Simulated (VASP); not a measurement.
# N (P4_2/mnm) in VASP: a series of runs

N is run at these levels: PBE+D3(BJ); tasks: single point.

Everything below comes from runs of VASP 6.6.1. Logs are shortened: lines on timing, memory, paths and dates and some standing lists are left out, and cuts for length are marked.

## Step 1: The cell of the first run

It takes space group P4_2/mnm (No. 136, tetragonal). Conventional cell: a = 3.930 Å, b = 3.930 Å, c = 5.085 Å, α = 90.00°, β = 90.00°, γ = 90.00°. Within 1.5 Å of N (site symmetry m2m) lie 1 N at 1.10 Å.

## Step 2: Single point, PBE+D3(BJ) (19.64 Å³/atom)

The input, INCAR:

```
PREC = Accurate ; ENCUT = 520
EDIFF = 1E-6 ; ISMEAR = 0
SIGMA = 0.02 ; LREAL = F
LASPH = T ; NELM = 100
ALGO = Normal ; ISIF = 2
LWAVE = F ; LCHARG = T
GGA = PE ; IVDW = 12
LELF = T ; LVHAR = T
NBANDS = 18
```

The input, KPOINTS:

```
regular mesh
0
Gamma
  6 6 4
```

The input, POSCAR:

```
N
1.0
    3.9303300740      0.0000000000      0.0000000000
    0.0000000000      3.9303300740      0.0000000000
    0.0000000000      0.0000000000      5.0851477464
N
4
Direct
    0.9009306597      0.9009306597      0.0000000000
    0.5990693403      0.4009306597      0.5000000000
    0.0990693403      0.0990693403      0.0000000000
    0.4009306597      0.5990693403      0.5000000000
```

Potentials or basis: VASP PAW PBE potentials, release 64 (N).

Started as:

```console
$ cat potpaw_PBE.64/N/POTCAR > POTCAR
$ mpirun -np 1 vasp_std > vasp.out
```

OUTCAR:

```text
PREC = Accurate
   ENCUT = 520
   EDIFF = 1E-6
   ISMEAR = 0
   LREAL = F
   LASPH = T
   NELM = 100
   ISIF = 2
   GGA = PE
   IVDW = 12
 IVDW          = 12

 ion  position               nearest neighbor table
   1  0.901  0.901  0.000-   3 1.10
   2  0.599  0.401  0.500-   4 1.10
   3  0.099  0.099  0.000-   1 1.10
   4  0.401  0.599  0.500-   2 1.10

  LATTYP: Found a simple tetragonal cell.
 ALAT       =     3.9303300740
 C/A-ratio  =     1.2938220584

  Lattice vectors:

 A1 = (   3.9303300740,   0.0000000000,   0.0000000000)
 A2 = (   0.0000000000,   3.9303300740,   0.0000000000)
 A3 = (   0.0000000000,   0.0000000000,   5.0851477464)

Analysis of symmetry for initial positions (statically):
=====================================================================
 Subroutine PRICEL returns:
 Original cell was already a primitive cell.

 Routine SETGRP: Setting up the symmetry group for a
 simple tetragonal supercell.

 Subroutine GETGRP returns: Found 16 space group operations
 (whereof  8 operations were pure point group operations)
 out of a pool of 16 trial point group operations.

The static configuration has the point symmetry D_2h.
 The point group associated with its full space group is D_4h.

Analysis of symmetry for dynamics (positions and initial velocities):
=====================================================================
 Subroutine PRICEL returns:
 Original cell was already a primitive cell.

 Routine SETGRP: Setting up the symmetry group for a
 simple tetragonal supercell.

 Subroutine GETGRP returns: Found 16 space group operations
 (whereof  8 operations were pure point group operations)
 out of a pool of 16 trial point group operations.

The dynamic configuration has the point symmetry D_2h.
 The point group associated with its full space group is D_4h.

 Subroutine INISYM returns: Found 16 space group operations
 (whereof  8 operations are pure point group operations),
 and found     1 'primitive' translations

----------------------------------------------------------------------------------------

                                     Primitive cell

  volume of cell :      78.5528

  direct lattice vectors                    reciprocal lattice vectors
     3.930330074  0.000000000  0.000000000     0.254431557  0.000000000  0.000000000
     0.000000000  3.930330074  0.000000000     0.000000000  0.254431557  0.000000000
     0.000000000  0.000000000  5.085147746     0.000000000  0.000000000  0.196651120

  length of vectors
     3.930330074  3.930330074  5.085147746     0.254431557  0.254431557  0.196651120

  position of ions in fractional coordinates (direct lattice)
     0.900930660  0.900930660  0.000000000
     0.599069340  0.400930660  0.500000000
     0.099069340  0.099069340  0.000000000
     0.400930660  0.599069340  0.500000000

  ion indices of the primitive-cell ions
   primitive index   ion index
                 1           1
                 2           2
                 3           3
                 4           4

----------------------------------------------------------------------------------------

 KPOINTS: regular mesh

Automatic generation of k-mesh.
 Grid dimensions read from file:
 generate k-points for:    6    6    4

 Generating k-lattice:

  Cartesian coordinates                     Fractional coordinates (reciprocal lattice)
     0.042405259  0.000000000  0.000000000     0.166666667  0.000000000  0.000000000
     0.000000000  0.042405259  0.000000000     0.000000000  0.166666667  0.000000000
     0.000000000  0.000000000  0.049162780     0.000000000  0.000000000  0.250000000

  Length of vectors
     0.042405259  0.042405259  0.049162780

  Shift w.r.t. Gamma in fractional coordinates (k-lattice)
     0.000000000  0.000000000  0.000000000

 Subroutine IBZKPT returns following result:
 ===========================================

 Found     30 irreducible k-points:

 Following reciprocal coordinates:
            Coordinates               Weight
  0.000000  0.000000  0.000000      1.000000
  0.166667  0.000000  0.000000      4.000000
  0.333333  0.000000  0.000000      4.000000
  0.500000  0.000000  0.000000      2.000000
  0.166667  0.166667  0.000000      4.000000
  0.333333  0.166667  0.000000      8.000000
[... 16 lines left out ...]
  0.333333  0.000000  0.500000      4.000000
  0.500000  0.000000  0.500000      2.000000
 [... further k-points ...]
   k-points           NKPTS =     30   k-points in BZ     NKDIM =     30   number of bands    NBANDS=     18
   number of dos      NEDOS =    301   number of ions     NIONS =      4
   total plane-waves  NPLWV =  36000
   dimension x,y,z NGX =    30 NGY =   30 NGZ =   40
   dimension x,y,z NGXF=    60 NGYF=   60 NGZF=   80
   ions per type =               4
   NGX,Y,Z   is equivalent  to a cutoff of  12.69, 12.69, 13.08 a.u.
   NGXF,Y,Z  is equivalent  to a cutoff of  25.38, 25.38, 26.15 a.u.
 SYSTEM =  unknown system
   PREC   = accura    normal or accurate (medium, high low for compatibility)
   ISTART =      0    job   : 0-new  1-cont  2-samecut
   ICHARG =      2    charge: 1-file 2-atom 10-const
   ISPIN  =      1    spin polarized calculation?
   LNONCOLLINEAR =      F non collinear calculations
   LSORBIT =      F    spin-orbit coupling
   LASPH  =      T    aspherical Exc in radial PAW
   ENCUT  =  520.0 eV  38.22 Ry    6.18 a.u.   7.31  7.31  9.46*2*pi/ulx,y,z
   NELM   =    100;   NELMIN=  2; NELMDL= -5     # of ELM steps
   EDIFF  = 0.1E-05   stopping-criterion for ELM
   LREAL  =      F    real-space projection
   EDIFFG = 0.1E-04   stopping-criterion for IOM
   NSW    =      0    number of steps for IOM
   IBRION =     -1    ionic relax: 0-MD 1-quasi-New 2-CG
   NFREE  =      0    steps in history (QN), initial steepest desc. (CG)
   ISIF   =      2    stress and relaxation
   ISYM   =      2    0-nonsym 1-usesym 2-fastsym
   POTIM  = 0.5000    time-step for ionic-motion
   TEBEG  =    0.0;   TEEND  =   0.0 temperature during run
   PSTRESS=    0.0 pullay stress
   NELECT =      20.0000    total number of electrons
   NUPDOWN=      -1.0000    fix difference up-down
   EMIN   =  10.00;   EMAX   =-10.00  energy-range for DOS
   EFERMI =   0.00;   METHOD = LEGACY
   ISMEAR =     0;   SIGMA  =   0.02  broadening in eV -4-tet -1-fermi 0-gaus
   EFERMI_NEDOS =   21; number of points for ismear=-14 and -15
   IALGO  =     38    algorithm
   IMIX   =      4    mixing-type and parameters
     AMIX     =   0.40;   BMIX     =  1.00
     AMIX_MAG =   1.60;   BMIX_MAG =  1.00
  volume/ion in A,a.u.               =      19.64       132.53
  Fermi-wavevector in a.u.,A,eV,Ry     =   1.037602  1.960784 14.648286  1.076619
  Thomas-Fermi vector in A             =   2.172048
   LORBIT       =      0    0 simple, 1 ext, 2 COOP (PROOUT), +10 PAW based schemes
   GGA     = PE    functional components
   LHFCALC =     F    Hartree Fock is set to
   AEXX    =    0.0000 exact exchange contribution
   IVDW    =    12    specifies the selected vdW correction
   LEPSILON=     F    determine dielectric tensor
   LRPA    =     F    only Hartree local field effects (RPA)
 non-spin polarized calculation
 Gauss-broadening in eV      SIGMA  =   0.02
  energy-cutoff  :      520.00
  volume of cell :       78.55
 maximum number of plane-waves:      2146
 NGX is ok and might be reduce to    30
   NGX = 15   NGY = 15   NGZ = 19

 number of electron      19.9999993 magnetization

 Free energy of the ion-electron system (eV)
  ---------------------------------------------------
  ext. energy  EPLUGINS =         0.00000000
  ---------------------------------------------------
  free energy    TOTEN  =       -33.24479549 eV

  energy without entropy =      -33.24479549  energy(sigma->0) =      -33.24479549

 E-fermi :  -5.7454     XC(G=0):  -6.9643

 val. band max:       -5.8495611299   @ k =   0.5000   0.5000   0.5000
 cond. band min:       0.7986643933   @ k =   0.0000   0.0000   0.0000
 fundamental gap:      6.6482255232
 Fermi energy:        -5.7454190828

 k-point     1 :       0.0000    0.0000    0.0000
  band No.  band energies     occupation
      1     -24.4095      2.00000
      2     -24.3089      2.00000
      3      -9.2342      2.00000
      4      -9.2342      2.00000
      5      -8.0971      2.00000
      6      -7.3347      2.00000
[... 10 lines left out ...]
     17       8.9637      0.00000
     18      12.7857      0.00000

 k-point     2 :       0.1667    0.0000    0.0000
  band No.  band energies     occupation
      1     -24.3982      2.00000
      2     -24.3111      2.00000
      3      -9.3236      2.00000
      4      -9.3170      2.00000
      5      -8.0294      2.00000
      6      -7.5702      2.00000
[... 10 lines left out ...]
     17       9.1099      0.00000
     18      11.5914      0.00000

 k-point     3 :       0.3333    0.0000    0.0000
  band No.  band energies     occupation
      1     -24.3706      2.00000
      2     -24.3201      2.00000
      3      -9.4949      2.00000
      4      -9.4868      2.00000
      5      -7.8483      2.00000
      6      -7.6665      2.00000
[... 10 lines left out ...]
     17       9.5709      0.00000
     18      10.6605      0.00000

 k-point     4 :       0.5000    0.0000    0.0000
  band No.  band energies     occupation
      1     -24.3408      2.00000
      2     -24.3408      2.00000
      3      -9.5744      2.00000
      4      -9.5744      2.00000
      5      -7.6138      2.00000
      6      -7.6138      2.00000
[... 375 lines left out ...]
      4      -9.3253      2.00000
      5      -7.8736      2.00000
      6      -7.8736      2.00000
[... 10 lines left out ...]
     17      10.7579      0.00000
     18      10.7579      0.00000

 k-point    23 :       0.3333    0.0000    0.5000
  band No.  band energies     occupation
      1     -24.3447      2.00000
      2     -24.3447      2.00000
      3      -9.5251      2.00000
      4      -9.5251      2.00000
      5      -7.7944      2.00000
      6      -7.7944      2.00000
[... 10 lines left out ...]
     17       9.9100      0.00000
     18       9.9100      0.00000

 k-point    24 :       0.5000    0.0000    0.5000
  band No.  band energies     occupation
      1     -24.3398      2.00000
      2     -24.3398      2.00000
      3      -9.6175      2.00000
      4      -9.6175      2.00000
      5      -7.7615      2.00000
      6      -7.7615      2.00000
[... 10 lines left out ...]
     17       9.4432      0.00000
     18       9.4432      0.00000

 [... further k-points ...]

------------------------ aborting loop because EDIFF is reached ----------------------------------------

 Edisp (eV)   -0.26277

 E8    (eV) :    -0.0643

  FORCE on cell =-STRESS in cart. coord.  units (eV):
  Direction    XX          YY          ZZ          XY          YZ          ZX
  --------------------------------------------------------------------------------------
  -------------------------------------------------------------------------------------
  Total       2.03889     2.03889     0.17564     0.00000     0.00000     0.00000
  in kB      41.58562    41.58562     3.58248     0.00000     0.00000     0.00000
  external pressure =       28.92 kB  Pullay stress =        0.00 kB

 VOLUME and BASIS-vectors are now :
 -----------------------------------------------------------------------------
  energy-cutoff  :      520.00
  volume of cell :       78.55
      direct lattice vectors                 reciprocal lattice vectors
     3.930330074  0.000000000  0.000000000     0.254431557  0.000000000  0.000000000
     0.000000000  3.930330074  0.000000000     0.000000000  0.254431557  0.000000000
     0.000000000  0.000000000  5.085147746     0.000000000  0.000000000  0.196651120

 POSITION                                       TOTAL-FORCE (eV/Angst)
 -----------------------------------------------------------------------------------
      3.54095      3.54095      0.00000        -1.234941     -1.234941      0.000000
      2.35454      1.57579      2.54257         1.234941     -1.234941      0.000000
      0.38938      0.38938      0.00000         1.234941      1.234941     -0.000000
      1.57579      2.35454      2.54257        -1.234941      1.234941      0.000000
 -----------------------------------------------------------------------------------
    total drift:                                0.000000     -0.000000      0.000000

  FREE ENERGIE OF THE ION-ELECTRON SYSTEM (eV)
  ---------------------------------------------------
  free  energy   TOTEN  =       -33.5075664055 eV

  energy  without entropy=      -33.5075664055  energy(sigma->0) =      -33.50756641
```

It took 40 s on 1 thread of Intel Xeon 8259CL, shared host; peak memory 0.19 GiB.

Results:

```
Free energy                : -33.5076 eV
Pressure                   : 2.9 GPa
Largest force              : 1.746 eV/Å
Band gap on the k mesh     : 6.65 eV (least direct gap 6.90 eV)
Dispersion energy per atom : -0.066 eV
```

Forces in eV/Å, atoms in the order of the input:
```
N   -1.235 -1.235  0.000
N    1.235 -1.235  0.000
N    1.235  1.235  0.000
N   -1.235  1.235  0.000
```

Caveat: the standard files for N, O and F lose accuracy on very short bonds; forces of over 1 eV/Å act on the atoms, so gaps and moduli don't describe the material at rest. A k mesh can miss the band edges.

## Step 3: Single point, PBE+D3(BJ) (20.31 Å³/atom)

This run uses another cell than the first one, of 20.31 Å³/atom.

The input, INCAR:

```
PREC = Accurate ; ENCUT = 520
EDIFF = 1E-7 ; ISMEAR = 0
SIGMA = 0.02 ; LREAL = False
LASPH = True ; NELM = 80
ALGO = Normal ; ISIF = 2
LWAVE = False ; LCHARG = False
GGA = PE ; IVDW = 12
NBANDS = 18
```

The input, KPOINTS:

```
Automatic mesh
0
Gamma
  6 6 4
```

The input, POSCAR:

```
N
1.0
    3.9733372605      0.0000000000      0.0000000000
    0.0000000000      3.9733372605      0.0000000000
    0.0000000000      0.0000000000      5.1452855852
N
4
Direct
    0.9019934244      0.9019934244      0.0000000000
    0.5980065756      0.4019934244      0.5000000000
    0.0980065756      0.0980065756      0.0000000000
    0.4019934244      0.5980065756      0.5000000000
```

Potentials or basis: VASP PAW PBE potentials, release 64 (N).

Started as:

```console
$ cat potpaw_PBE.64/N/POTCAR > POTCAR
$ mpirun -np 1 vasp_std > vasp.out
```

Wall time 54 s (1 thread of Intel Xeon 8259CL, shared host); peak memory 0.19 GiB.

The run converged. Its results:

| Item | Value |
| --- | --- |
| Free energy | -33.5154 eV |
| Pressure | 2.6 GPa |
| Largest force | 1.746 eV/Å |
| Band gap on the k mesh | 6.73 eV (least direct gap 6.96 eV) |
| Dispersion energy per atom | -0.063 eV |

Forces in eV/Å, atoms in the order of the input:
```
N   -1.235 -1.235  0.000
N    1.235 -1.235  0.000
N    1.235  1.235  0.000
N   -1.235  1.235  0.000
```

Stress tensor (GPa, compression positive):
```
3.85 0.00 0.00
0.00 3.85 0.00
0.00 0.00 0.16
```

Levels at points of the mesh, in eV from the valence-band top:
```tsv
k point	band 7	band 8	band 9	band 10	band 11	band 12	band 13	band 14
(0.00, 0.00, 0.00)	-1.48	-1.36	-1.20	-0.23	6.73	7.76	8.16	8.16
(0.50, 0.00, 0.00)	-1.74	-1.74	-0.27	-0.27	7.93	7.93	7.94	7.94
(0.50, 0.50, 0.00)	-1.67	-1.67	-0.05	-0.05	7.65	7.65	8.79	8.79
(0.00, 0.00, 0.50)	-1.51	-1.51	-0.48	-0.48	7.21	7.21	8.15	8.15
(0.50, 0.00, 0.50)	-1.48	-1.48	-0.35	-0.35	7.51	7.51	8.28	8.28
(0.50, 0.50, 0.50)	-1.73	-1.73	0.00	0.00	7.71	7.71	8.79	8.79
```

Caveat: the standard files for N, O and F lose accuracy on very short bonds; forces of over 1 eV/Å act on the atoms, so gaps and moduli don't describe the material at rest. A k mesh can miss the band edges.

(Continued in part 2 of 2.)
